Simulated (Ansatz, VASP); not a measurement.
## Two plane-wave programs on Ga2O3

```
CELL_PARAMETERS angstrom
3.03958 1.75490 4.11261
-3.03958 1.75490 4.11261
0.00000 -3.50980 4.11261
ATOMIC_POSITIONS crystal
Ga 0.33095 0.33095 0.33095
Ga 0.66905 0.66905 0.66905
O 0.50000 0.50000 0.00000
O 0.00000 0.50000 0.50000
O 0.50000 0.00000 0.50000
```

Alike in both runs: task relaxation of cell and atoms; functional PBE; k mesh 6 × 6 × 6; occupations gaussian, width 0.02 eV; no spin polarisation.

|  | VASP | Ansatz |
| --- | --- | --- |
| version | VASP 6.6.1 | Ansatz 0.2.0 |
| potentials or method | VASP PAW PBE potentials, release 64 (Ga_d, O), cutoff 600 eV | scalar-relativistic, plane waves, PAW |
| valence electrons in the cell | 44 | 44 |

Ansatz gave:

- gap on the k mesh at the Fermi level, each at its own relaxed structure (eV): 2.01
- relaxed volume (Å³/atom): 26.32
- relaxed cell length with the largest relative difference (Å): 5.407

Estimate VASP's values.

gap on the k mesh at the Fermi level, each at its own relaxed structure (eV): 1.92; relaxed volume (Å³/atom): 24.60; relaxed cell length with the largest relative difference (Å): 5.207.

One of these differences is far larger than is usual between the two programs; its cause wasn't traced.
